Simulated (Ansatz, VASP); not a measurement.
## Fe in VASP and in Ansatz

Contents of INCAR:

```
SYSTEM = Fe
  PREC = Accurate
  ENCUT = 520
  EDIFF = 1E-7
  ISMEAR = -1
  SIGMA = 0.1
  LREAL = .False.
  LASPH = .True.
  NELM = 100
  ALGO = Normal
  ISIF = 2
  LWAVE = .False.
  LCHARG = .True.
  GGA = B5
  ALDAX = 1.0
  AGGAX = 1.0
  AGGAC = 1.0
  ALDAC = 0.0
  LELF = .True.
  LVHAR = .True.
  NBANDS = 15
```

KPOINTS

```
regular mesh
0
Gamma
  16 16 9
  0 0 0
```

Contents of POSCAR:

```
Fe
1.0
    2.4627721737      0.0000000000      0.0000000000
   -1.2313860869      2.1328232662      0.0000000000
    0.0000000000      0.0000000000      3.8838467591
Fe
2
Direct
    0.3333333333      0.6666666667      0.2500000000
    0.6666666667      0.3333333333      0.7500000000
```

Input for Ansatz:

```yaml
crystal:
  lattice:
    - [2.4627721737, 0.0, 0.0]
    - [-1.2313860869, 2.1328232662, 0.0]
    - [0.0, 0.0, 3.8838467591]
  atoms:
    - { symbol: Fe, position: [0.3333333333, 0.6666666667, 0.25] }
    - { symbol: Fe, position: [0.6666666667, 0.3333333333, 0.75] }
hamiltonian:
  xc: blyp
  pseudopotentials:
    kind: paw
    azcp:
      Fe: "pseudopotentials/Fe.paw.azcp"
basis:
  ecutwfc: 420
  fft_grid_basis: typed
kpoints:
  mp_grid: { grid: [16, 16, 9], shift: [0, 0, 0] }
magnetization:
  spin_polarized: false
scf:
  occupations: { method: fermi_dirac, width: 0.1 }
  lower_state_search: "off"
output:
  stress: true
  write_density: true
  write_potential: true
  elf: true
  volumetric_format: npy
```

Alike in both runs: task single point; functional BLYP; k mesh 16 × 16 × 9; occupations fermi-dirac, width 0.1 eV; no spin polarisation.

```csv
,VASP,Ansatz
version,VASP 6.6.1,Ansatz 0.2.0
potentials or method,"VASP PAW PBE potentials, release 64 (Fe), cutoff 520 eV","plane waves (420 eV) with PAW, scalar-relativistic"
valence electrons in the cell,16,32
```

|  | VASP | Ansatz | Ansatz less VASP |
| --- | --- | --- | --- |
| pressure (GPa) | 11.5 | 11.5 | -0.03 |
| traceless stress, the component that is largest in VASP (GPa) | 0.35 | 0.43 | +0.084 |

VASP's potentials were made for PBE, not for BLYP. VASP's potentials hold 16 valence electrons a cell and Ansatz's 32, so a difference there can come from the potentials and not from the codes.
